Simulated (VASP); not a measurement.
# K (Cmcm) in VASP: notebook

The runs below take K through single point, with PBEsol.

All numbers are computed with VASP 6.6.1; they aren't measurements. Logs are shortened: lines on timing, memory, paths and dates and some standing lists are left out, and cuts for length are marked.

### Step 1. The cell of the first run

The structure is orthorhombic, space group Cmcm (No. 63). Conventional cell: a = 5.044 Å, b = 8.448 Å, c = 7.882 Å, α = 90.00°, β = 90.00°, γ = 90.00°.

### Step 2. Single point, PBEsol (strained)

File INCAR:

```
SYSTEM = K
ALGO     = Fast           ! electronic algorithm
EDIFF    = 1E-7           ! SCF threshold, eV
ENCUT    = 520            ! plane-wave cutoff, eV
GGA      = PS             ! functional
ISIF     = 2              ! what is computed and relaxed
ISMEAR   = 0              ! smearing method
LASPH    = .True.         ! aspherical terms in the spheres
LCHARG   = .False.        ! write CHGCAR
LREAL    = .False.        ! projectors in reciprocal space
LWAVE    = .False.        ! write WAVECAR
NBANDS   = 16             ! bands
NELM     = 80             ! most SCF steps
PREC     = Accurate       ! precision mode
SIGMA    = 0.1            ! smearing width, eV
```

File KPOINTS:

```
k-points
0
Gamma
  10 10 6
  0 0 0
```

File POSCAR:

```
K
1.0
    2.5218282548     -4.2241267417      0.0000000000
    2.5218282548      4.2241267417      0.0000000000
    0.0000000000      0.0000000000      7.8821823101
K
2
Direct
    0.8132012396      0.1867987604      0.2500000000
    0.1867987604      0.8132012396      0.7500000000
```

Potentials or basis: VASP PAW PBE potentials, release 64 (K_sv).

On the command line:

```console
$ cat potpaw_PBE.64/K_sv/POTCAR > POTCAR
$ mpirun -np 1 vasp_std > vasp.out
```

OUTCAR:

```text
SYSTEM = K
   EDIFF = 1E-7
   ENCUT = 520
   GGA = PS
   ISIF = 2
   ISMEAR = 0
   LASPH = .True.
   LREAL = .False.
   NELM = 80
   PREC = Accurate

 ion  position               nearest neighbor table
   1  0.813  0.187  0.250-
   2  0.187  0.813  0.750-

  LATTYP: Found a base centered orthorhombic cell.
 ALAT       =     5.0436565096
 B/A-ratio  =     1.6750255429
 C/A-ratio  =     1.5627912597

  Lattice vectors:

 A1 = (   2.5218282548,  -4.2241267417,   0.0000000000)
 A2 = (   2.5218282548,   4.2241267417,   0.0000000000)
 A3 = (   0.0000000000,   0.0000000000,   7.8821823101)

Analysis of symmetry for initial positions (statically):
=====================================================================
 Subroutine PRICEL returns:
 Original cell was already a primitive cell.

 Routine SETGRP: Setting up the symmetry group for a
 base centered orthorhombic supercell.

 Subroutine GETGRP returns: Found  8 space group operations
 (whereof  4 operations were pure point group operations)
 out of a pool of  8 trial point group operations.

The static configuration has the point symmetry C_2h.
 The point group associated with its full space group is D_2h.

Analysis of symmetry for dynamics (positions and initial velocities):
=====================================================================
 Subroutine PRICEL returns:
 Original cell was already a primitive cell.

 Routine SETGRP: Setting up the symmetry group for a
 base centered orthorhombic supercell.

 Subroutine GETGRP returns: Found  8 space group operations
 (whereof  4 operations were pure point group operations)
 out of a pool of  8 trial point group operations.

The dynamic configuration has the point symmetry C_2h.
 The point group associated with its full space group is D_2h.

 Subroutine INISYM returns: Found  8 space group operations
 (whereof  4 operations are pure point group operations),
 and found     1 'primitive' translations

----------------------------------------------------------------------------------------

                                     Primitive cell

  volume of cell :     167.9302

  direct lattice vectors                    reciprocal lattice vectors
     2.521828255 -4.224126742  0.000000000     0.198268855 -0.118367660  0.000000000
     2.521828255  4.224126742  0.000000000     0.198268855  0.118367660  0.000000000
     0.000000000  0.000000000  7.882182310     0.000000000  0.000000000  0.126868418

  length of vectors
     4.919640686  4.919640686  7.882182310     0.230914360  0.230914360  0.126868418

  position of ions in fractional coordinates (direct lattice)
     0.813201240  0.186798760  0.250000000
     0.186798760  0.813201240  0.750000000

  ion indices of the primitive-cell ions
   primitive index   ion index
                 1           1
                 2           2

----------------------------------------------------------------------------------------

 KPOINTS: k-points

Automatic generation of k-mesh.
 Grid dimensions read from file:
 generate k-points for:   10   10    6

 Generating k-lattice:

  Cartesian coordinates                     Fractional coordinates (reciprocal lattice)
     0.019826885 -0.011836766  0.000000000     0.100000000  0.000000000  0.000000000
     0.019826885  0.011836766  0.000000000     0.000000000  0.100000000  0.000000000
     0.000000000  0.000000000  0.021144736     0.000000000  0.000000000  0.166666667

  Length of vectors
     0.023091436  0.023091436  0.021144736

  Shift w.r.t. Gamma in fractional coordinates (k-lattice)
     0.000000000  0.000000000  0.000000000

 Subroutine IBZKPT returns following result:
 ===========================================

 Found    124 irreducible k-points:

 Following reciprocal coordinates:
            Coordinates               Weight
  0.000000  0.000000  0.000000      1.000000
  0.100000 -0.000000  0.000000      4.000000
  0.200000 -0.000000  0.000000      4.000000
  0.300000 -0.000000  0.000000      4.000000
  0.400000  0.000000  0.000000      4.000000
  0.500000 -0.000000  0.000000      2.000000
[... 16 lines left out ...]
  0.300000  0.300000  0.000000      2.000000
  0.400000  0.300000  0.000000      4.000000
 [... further k-points ...]
   k-points           NKPTS =    124   k-points in BZ     NKDIM =    124   number of bands    NBANDS=     16
   number of dos      NEDOS =    301   number of ions     NIONS =      2
   total plane-waves  NPLWV =  96000
   dimension x,y,z NGX =    40 NGY =   40 NGZ =   60
   dimension x,y,z NGXF=    80 NGYF=   80 NGZF=  120
   ions per type =               2
   NGX,Y,Z   is equivalent  to a cutoff of  13.52, 13.52, 12.65 a.u.
   NGXF,Y,Z  is equivalent  to a cutoff of  27.03, 27.03, 25.31 a.u.
 SYSTEM =  K
   PREC   = accura    normal or accurate (medium, high low for compatibility)
   ISTART =      0    job   : 0-new  1-cont  2-samecut
   ICHARG =      2    charge: 1-file 2-atom 10-const
   ISPIN  =      1    spin polarized calculation?
   LNONCOLLINEAR =      F non collinear calculations
   LSORBIT =      F    spin-orbit coupling
   LASPH  =      T    aspherical Exc in radial PAW
   ENCUT  =  520.0 eV  38.22 Ry    6.18 a.u.   9.15  9.15 14.66*2*pi/ulx,y,z
   NELM   =     80;   NELMIN=  2; NELMDL= -5     # of ELM steps
   EDIFF  = 0.1E-06   stopping-criterion for ELM
   LREAL  =      F    real-space projection
   EDIFFG = 0.1E-05   stopping-criterion for IOM
   NSW    =      0    number of steps for IOM
   IBRION =     -1    ionic relax: 0-MD 1-quasi-New 2-CG
   NFREE  =      0    steps in history (QN), initial steepest desc. (CG)
   ISIF   =      2    stress and relaxation
   ISYM   =      2    0-nonsym 1-usesym 2-fastsym
   POTIM  = 0.5000    time-step for ionic-motion
   TEBEG  =    0.0;   TEEND  =   0.0 temperature during run
   PSTRESS=    0.0 pullay stress
   NELECT =      18.0000    total number of electrons
   NUPDOWN=      -1.0000    fix difference up-down
   EMIN   =  10.00;   EMAX   =-10.00  energy-range for DOS
   EFERMI =   0.00;   METHOD = LEGACY
   ISMEAR =     0;   SIGMA  =   0.10  broadening in eV -4-tet -1-fermi 0-gaus
   EFERMI_NEDOS =   21; number of points for ismear=-14 and -15
   IALGO  =     68    algorithm
   IMIX   =      4    mixing-type and parameters
     AMIX     =   0.40;   BMIX     =  1.00
     AMIX_MAG =   1.60;   BMIX_MAG =  1.00
  volume/ion in A,a.u.               =      83.97       566.62
  Fermi-wavevector in a.u.,A,eV,Ry     =   0.777659  1.469563  8.228177  0.604754
  Thomas-Fermi vector in A             =   1.880393
   LORBIT       =      0    0 simple, 1 ext, 2 COOP (PROOUT), +10 PAW based schemes
   GGA     = PS    functional components
   LHFCALC =     F    Hartree Fock is set to
   AEXX    =    0.0000 exact exchange contribution
   IVDW    =     0    specifies the selected vdW correction
   LEPSILON=     F    determine dielectric tensor
   LRPA    =     F    only Hartree local field effects (RPA)
 non-spin polarized calculation
 RMM-DIIS sequential band-by-band and
 Gauss-broadening in eV      SIGMA  =   0.10
  energy-cutoff  :      520.00
  volume of cell :      167.93
 maximum number of plane-waves:      4562
 NGX is ok and might be reduce to    40
   NGX = 19   NGY = 19   NGZ = 29

 number of electron      17.9999999 magnetization

 Free energy of the ion-electron system (eV)
  ---------------------------------------------------
  ext. energy  EPLUGINS =         0.00000000
  ---------------------------------------------------
  free energy    TOTEN  =        -2.23026595 eV

  energy without entropy =       -2.22302239  energy(sigma->0) =       -2.22664417

 E-fermi :  -0.4362     XC(G=0):  -5.3774

 val. band max:       -0.4611842012   @ k =   0.5000   0.3000   0.3333
 cond. band min:      -0.4332985335   @ k =   0.4000   0.0000   0.5000
 fundamental gap:      0.0278856676
 Fermi energy:        -0.4362440710

 k-point     1 :       0.0000    0.0000    0.0000
  band No.  band energies     occupation
      1     -32.5131      2.00000
      2     -32.5109      2.00000
      3     -16.0748      2.00000
      4     -16.0401      2.00000
      5     -16.0337      2.00000
      6     -16.0302      2.00000
[... 8 lines left out ...]
     15       3.8925      0.00000
     16       3.9935      0.00000

 k-point     2 :       0.1000   -0.0000    0.0000
  band No.  band energies     occupation
      1     -32.5130      2.00000
      2     -32.5108      2.00000
      3     -16.0734      2.00000
      4     -16.0420      2.00000
      5     -16.0352      2.00000
      6     -16.0328      2.00000
[... 8 lines left out ...]
     15       3.8919      0.00000
     16       3.9113      0.00000

 k-point     3 :       0.2000   -0.0000    0.0000
  band No.  band energies     occupation
      1     -32.5125      2.00000
      2     -32.5107      2.00000
      3     -16.0694      2.00000
      4     -16.0479      2.00000
      5     -16.0402      2.00000
      6     -16.0381      2.00000
[... 8 lines left out ...]
     15       3.6425      0.00000
     16       3.9687      0.00000

 k-point     4 :       0.3000   -0.0000    0.0000
  band No.  band energies     occupation
      1     -32.5120      2.00000
      2     -32.5106      2.00000
      3     -16.0636      2.00000
      4     -16.0558      2.00000
      5     -16.0491      2.00000
      6     -16.0410      2.00000
[... 8 lines left out ...]
     15       3.7154      0.00000
     16       3.7632      0.00000
[... 324 lines left out ...]
 k-point    22 :      -0.2000    0.2000    0.0000
  band No.  band energies     occupation
      1     -32.5126      2.00000
      2     -32.5105      2.00000
      3     -16.0706      2.00000
      4     -16.0449      2.00000
      5     -16.0434      2.00000
      6     -16.0400      2.00000
[... 8 lines left out ...]
     15       3.6076      0.00000
     16       3.7130      0.00000

 k-point    23 :       0.3000    0.3000    0.0000
  band No.  band energies     occupation
      1     -32.5108      2.00000
      2     -32.5107      2.00000
      3     -16.0596      2.00000
      4     -16.0543      2.00000
      5     -16.0518      2.00000
      6     -16.0490      2.00000
[... 8 lines left out ...]
     15       2.3790      0.00000
     16       3.0016      0.00000

 k-point    24 :       0.4000    0.3000    0.0000
  band No.  band energies     occupation
      1     -32.5111      2.00000
      2     -32.5104      2.00000
      3     -16.0607      2.00000
      4     -16.0555      2.00000
      5     -16.0542      2.00000
      6     -16.0518      2.00000
[... 8 lines left out ...]
     15       2.3534      0.00000
     16       3.2054      0.00000

 [... further k-points ...]

------------------------ aborting loop because EDIFF is reached ----------------------------------------

  FORCE on cell =-STRESS in cart. coord.  units (eV):
  Direction    XX          YY          ZZ          XY          YZ          ZX
  --------------------------------------------------------------------------------------
  -------------------------------------------------------------------------------------
  Total       -0.4845527     -0.5204729     -0.4292171      0.0000000      0.0000000      0.0000000
  in kB       -4.6229874     -4.9656918     -4.0950447      0.0000000      0.0000000      0.0000000
  external PRESSURE =      -4.5612413 kB  Pullay stress =       0.0000000 kB

 VOLUME and BASIS-vectors are now :
 -----------------------------------------------------------------------------
  energy-cutoff  :      520.00
  volume of cell :      167.93
      direct lattice vectors                 reciprocal lattice vectors
     2.521828255 -4.224126742  0.000000000     0.198268855 -0.118367660  0.000000000
     2.521828255  4.224126742  0.000000000     0.198268855  0.118367660  0.000000000
     0.000000000  0.000000000  7.882182310     0.000000000  0.000000000  0.126868418

 POSITION                                       TOTAL-FORCE (eV/Angst)
 -----------------------------------------------------------------------------------
      2.52183     -2.64600      1.97055         0.000000     -0.009747      0.000000
      2.52183      2.64600      5.91164         0.000000      0.009747     -0.000000
 -----------------------------------------------------------------------------------
    total drift:                                0.000000      0.000000      0.000000

  FREE ENERGIE OF THE ION-ELECTRON SYSTEM (eV)
  ---------------------------------------------------
  free  energy   TOTEN  =        -2.2302659474 eV

  energy  without entropy=       -2.2230223873  energy(sigma->0) =       -2.22664417
```

Run time: 11 min. Hardware: 1 thread of Intel Xeon 8259CL, shared host; peak memory 0.47 GiB.

Results:

| Quantity | Value |
| --- | --- |
| Free energy | -2.2303 eV |
| Pressure | -0.5 GPa |
| Largest force | 0.010 eV/Å |
| Band gap on the k mesh | zero (bands 9 and 10 overlap by 2.21 eV) |

Forces on the atoms (eV/Å):
```
K    0.000 -0.010  0.000
K    0.000  0.010  0.000
```

Levels at points of the mesh, in eV from the Fermi level:
```
           k point  band 5  band 6  band 7  band 8  band 9  band 10  band 11  band 12  band 13  band 14
(0.00, 0.00, 0.00)  -15.60  -15.59  -15.59  -15.59   -1.97     0.40     0.59     3.74     4.05     4.09
(0.50, 0.00, 0.00)  -15.62  -15.61  -15.61  -15.60    0.06     0.18     1.72     2.00     2.11     2.55
(0.50, 0.50, 0.00)  -15.62  -15.61  -15.60  -15.60    0.13     0.30     1.66     1.91     2.40     2.70
(0.00, 0.00, 0.50)  -15.60  -15.60  -15.60  -15.60   -1.30    -1.30     2.77     2.77     3.89     3.89
(0.50, 0.00, 0.50)  -15.61  -15.61  -15.60  -15.60    0.58     0.58     0.75     0.75     3.04     3.04
(0.50, 0.50, 0.50)  -15.61  -15.61  -15.61  -15.61    0.68     0.68     0.83     0.83     3.10     3.10
```

Caveat: the cell differs from its parent crystal (strained); the PAW data sets were made with another functional, which shifts forces and pressure a little.

### Step 3. Single point, PBEsol (strained)

File INCAR:

```
PREC = Accurate ; ENCUT = 520
EDIFF = 1E-7 ; ISMEAR = 0
SIGMA = 0.1 ; LREAL = False
LASPH = True ; NELM = 60
ALGO = Fast ; ISIF = 2
LWAVE = False ; LCHARG = True
GGA = PS ; LELF = True
LVHAR = True ; NBANDS = 16
```

File KPOINTS:

```
regular mesh
0
Gamma
  10 10 6
```

File POSCAR:

```
K
1.0
    2.4966928630     -3.8642132205      0.0000000000
    2.4966928630      3.8642132205      0.0000000000
    0.0000000000      0.0000000000      7.8530443035
K
2
Direct
    0.8243189102      0.1756810898      0.2500000000
    0.1756810898      0.8243189102      0.7500000000
```

Potentials or basis: VASP PAW PBE potentials, release 64 (K_sv).

On the command line:

```console
$ cat potpaw_PBE.64/K_sv/POTCAR > POTCAR
$ mpirun -np 1 vasp_std > vasp.out
```

It took 6.8 min on 1 thread of Intel Xeon Platinum 8488C (Sapphire Rapids), shared host; peak memory 0.42 GiB.

It converged, with:

```
Free energy            : -2.2586 eV
Pressure               : -0.2 GPa
Largest force          : 0.016 eV/Å
Band gap on the k mesh : zero (bands 9 and 10 overlap by 2.50 eV)
```

Forces in eV/Å, atoms in the order of the input:
```
K    0.000  0.016  0.000
K    0.000 -0.016  0.000
```

Stress tensor (GPa, compression positive):
```
-0.32  0.00  0.00
 0.00 -0.02  0.00
 0.00  0.00 -0.29
```

Levels at points of the mesh, in eV from the Fermi level:
```tsv
k point	band 7	band 8	band 9	band 10	band 11	band 12
(0.00, 0.00, 0.00)	-15.52	-15.52	-2.12	0.26	0.48	3.66
(0.50, 0.00, 0.00)	-15.54	-15.53	0.04	0.17	1.60	2.00
(0.50, 0.50, 0.00)	-15.54	-15.54	0.38	0.52	1.71	1.90
(0.00, 0.00, 0.50)	-15.53	-15.53	-1.44	-1.44	2.64	2.64
(0.50, 0.00, 0.50)	-15.53	-15.53	0.54	0.54	0.75	0.75
(0.50, 0.50, 0.50)	-15.54	-15.54	0.83	0.83	1.09	1.09
```

Caveat: the cell differs from its parent crystal (strained); the PAW data sets were made with another functional, which shifts forces and pressure a little.

### Step 4. Single point, PBEsol (strained)

File INCAR:

```
SYSTEM = K
ALGO = Fast
EDIFF = 1E-7
ENCUT = 520
GGA = PS
ISIF = 2
ISMEAR = 0
LASPH = .True.
LCHARG = .True.
LELF = .True.
LREAL = .False.
LVHAR = .True.
LWAVE = .False.
NBANDS = 16
NELM = 60
PREC = Accurate
SIGMA = 0.1
```

File KPOINTS:

```
k-points
0
Gamma
  10 10 6
  0 0 0
```

File POSCAR:

```
K
1.0
    2.3777203003     -3.9383654440      0.0000000000
    2.3777203003      3.9383654440      0.0000000000
    0.0000000000      0.0000000000      8.3129248523
K
2
Direct
    0.8280248004      0.1719751996      0.2500000000
    0.1719751996      0.8280248004      0.7500000000
```

On the command line:

```console
$ cat potpaw_PBE.64/K_sv/POTCAR > POTCAR
$ mpirun -np 1 vasp_std > vasp.out
```

It took 2.1 min on 1 thread of Intel Xeon 6975P-C (Granite Rapids), shared host; peak memory 0.42 GiB.

The run converged. Its results:

| Property | Result |
| --- | --- |
| Free energy | -2.2443 eV |
| Pressure | -0.3 GPa |
| Largest force | 0.004 eV/Å |
| Band gap on the k mesh | zero (bands 9 and 10 overlap by 2.50 eV) |

Forces in eV/Å, atoms in the order of the input:
```
K    0.000  0.004  0.000
K    0.000 -0.004  0.000
```

Stress tensor (GPa, compression positive):
```
-0.15  0.00  0.00
 0.00 -0.06  0.00
 0.00  0.00 -0.61
```

Levels at points of the mesh, in eV from the Fermi level:
```
           k point  band 6  band 7  band 8  band 9  band 10  band 11  band 12  band 13
(0.00, 0.00, 0.00)  -15.56  -15.56  -15.56   -2.09     0.03     0.28     3.71     4.00
(0.50, 0.00, 0.00)  -15.57  -15.57  -15.57    0.20     0.31     1.56     1.94     2.07
(0.50, 0.50, 0.00)  -15.58  -15.57  -15.56    0.34     0.46     1.61     1.93     2.27
(0.00, 0.00, 0.50)  -15.56  -15.56  -15.56   -1.48    -1.48     2.30     2.30     4.08
(0.50, 0.00, 0.50)  -15.57  -15.57  -15.57    0.62     0.62     0.83     0.83     2.94
(0.50, 0.50, 0.50)  -15.58  -15.57  -15.57    0.75     0.75     0.97     0.97     2.94
```

Caveat: the cell differs from its parent crystal (strained); the PAW data sets were made with another functional, which shifts forces and pressure a little.

### Step 5. The runs side by side

```csv
cell,gap on the mesh (eV),pressure (GPa),largest force (eV/Å)
"a = 4.920, b = 4.920, c = 7.882 Å, angles 90.0, 90.0, 118.3°, 2 atoms, atomic positions A",none,-0.5,0.01
"a = 4.601, b = 4.601, c = 7.853 Å, angles 90.0, 90.0, 114.3°, 2 atoms, atomic positions B",none,-0.2,0.02
"a = 4.600, b = 4.600, c = 8.313 Å, angles 90.0, 90.0, 117.8°, 2 atoms, atomic positions C",none,-0.3,-
```

Alike in all rows: task single point; level PBEsol; potentials or basis VASP PAW PBE potentials, release 64 (K_sv); no spin polarisation; k mesh 10 × 10 × 6; cutoff (eV) 520; smearing gaussian 0.1 eV.

Caveats: the PAW data sets were made with another functional, which shifts forces and pressure a little.

Total energies depend on the potentials used, so only differences within one code and one set of settings carry meaning.
